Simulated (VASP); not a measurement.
Input of a VASP 6.6.1 run:

INCAR

```
SYSTEM = C
PREC = Accurate
ENCUT = 520
EDIFF = 1E-6
ISMEAR = 0
SIGMA = 0.02
LREAL = .FALSE.
LASPH = .TRUE.
NELM = 80
ALGO = Normal
ISIF = 2
LWAVE = .FALSE.
LCHARG = .TRUE.
GGA = PE
LELF = .TRUE.
LVHAR = .TRUE.
NBANDS = 11
```

File KPOINTS:

```
regular mesh
0
G
  16 16 16
  0 0 0
```

File POSCAR:

```
C
1.0
    0.0000000000      2.1270000000      3.3480000000
    1.2280000000      0.0000000000      3.3480000000
    1.2280000000      2.1270000000      0.0000000000
C
2
Direct
    0.1666700000      0.8333300000      0.1666700000
    0.8333300000      0.1666700000      0.8333300000
```

Potentials or basis: VASP PAW PBE potentials, release 64 (C).

Run with:

```sh
$ cat potpaw_PBE.64/C/POTCAR > POTCAR
$ mpirun -np 1 vasp_std > vasp.out
```

**Question.** Predict the largest force.

**Answer.** 0.017 eV/Å.

**Question.** Estimate the pressure.

**Answer.** 5.0 GPa.

Forces in eV/Å, atoms in the order of the input:
```
C    0.000 -0.017  0.000
C    0.000  0.017  0.000
```

Caveat: the cell stands under pressure; this functional lacks dispersion, which binds the layers, so the pressure and a relaxed spacing across them are unreliable.
